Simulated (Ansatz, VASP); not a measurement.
MoS in VASP and in Ansatz

File INCAR:

```
SYSTEM = MoS
PREC = Accurate
ENCUT = 520
EDIFF = 1E-7
ISMEAR = 0
SIGMA = 0.1
LREAL = .FALSE.
LASPH = .TRUE.
NELM = 150
ALGO = Normal
ISIF = 2
LWAVE = .FALSE.
LCHARG = .TRUE.
ISPIN = 2
MAGMOM = 2 0
LORBIT = 11
LMAXMIX = 4
LDAU = .TRUE.
LDAUTYPE = 2
LDAUL = 2 -1
LDAUU = 4.38 0
LDAUJ = 0 0
LDAUPRINT = 1
GGA = PE
LELF = .TRUE.
LVHAR = .TRUE.
NBANDS = 21
```

File KPOINTS:

```
Automatic mesh
0
G
  12 12 12
  0 0 0
```

Contents of POSCAR:

```
MoS
1.0
    0.0000000000      2.9353731303      2.9353731303
    2.9353731303      0.0000000000      2.9353731303
    2.9353731303      2.9353731303      0.0000000000
Mo S
1 1
Direct
    0.0000000000      0.0000000000      0.0000000000
    0.2500000000      0.2500000000      0.2500000000
```

Input for Ansatz:

```yaml
crystal:
  lattice:
    - [0.0, 2.9353731314, 2.9353731314]
    - [2.9353731314, 0.0, 2.9353731314]
    - [2.9353731314, 2.9353731314, 0.0]
  atoms:
    - { symbol: Mo, position: [0.0, 0.0, 0.0], spin: 2.0 }
    - { symbol: S, position: [0.25, 0.25, 0.25] }
basis:
  ecutwfc: 420
kpoints:
  mp_grid: { grid: [12, 12, 12] }
hamiltonian:
  xc: pbe
  hubbard: { sites: [{ species: Mo, l: d, u_eff: 4.38 }] }
scf:
  occupations: { method: gaussian, width: 0.1 }
output:
  forces: true
  stress: true
  eigenvalues: true
  populations: true
magnetization:
  spin_polarized: true
```

Alike in both runs: task single point; functional PBE; k mesh 12 × 12 × 12; occupations gaussian, width 0.1 eV; collinear spin; Hubbard terms Mo d U = 4.38 eV.

```csv
,VASP,Ansatz
version,VASP 6.6.1,Ansatz 0.2.0
potentials or method,"VASP PAW PBE potentials, release 64 (Mo_sv, S), cutoff 520 eV","scalar-relativistic, plane waves, PAW"
valence electrons in the cell,20,20
```

|  | VASP | Ansatz | Ansatz less VASP |
| --- | --- | --- | --- |
| gap on the k mesh at the Fermi level (eV) | none | none | - |
| pressure (GPa) | 1.6 | 2.6 | +0.94 |
| net moment per atom (μB) | 2.00 | 2.00 | 0.000 |
| size of the moment on the site where the two differ most (μB) | 3.53 | 2.92 | -0.616 |

Site moments also hang on the region over which each program counts them. The programs project onto different local orbitals, so the same U acts differently, and such runs can settle in different states. A gap of «none» marks a metal or a gap that the smearing closes. Ansatz's warnings: filled band counts differ across k points.
